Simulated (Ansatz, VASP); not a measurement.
BiTe: VASP beside Ansatz

```
Bi Te
1.0
     0.00000    3.25488    3.25488
     3.25488    0.00000    3.25488
     3.25488    3.25488    0.00000
Bi Te
1 1
Direct
  0.00000 0.00000 0.00000
  0.50000 0.50000 0.50000
```

Alike in both runs: functional PBE; k mesh 12 × 12 × 12; occupations fermi-dirac, width 0.15 eV; no spin polarisation.

Ansatz relaxed the structure, and its values are those at the end. VASP's run is a single point on that final structure, the one shown.

|  | VASP | Ansatz |
| --- | --- | --- |
| version | VASP 6.6.1 | Ansatz 0.2.0 |
| potentials or method | VASP PAW PBE potentials, release 64 (Bi_d, Te), cutoff 520 eV | scalar-relativistic, plane waves, PAW |
| valence electrons in the cell | 21 | 31 |

Ansatz gave:

| Item | Value |
| --- | --- |
| gap on the k mesh at the Fermi level (eV) | none |
| pressure (GPa) | 0.0 |

Estimate VASP's values.

gap on the k mesh at the Fermi level (eV): none; pressure (GPa): -0.1.

A gap of «none» marks a metal or a gap that the smearing closes. VASP's potentials hold 21 valence electrons a cell and Ansatz's 31, so a difference there can come from the potentials and not from the codes.

Spin-orbit coupling is off throughout.
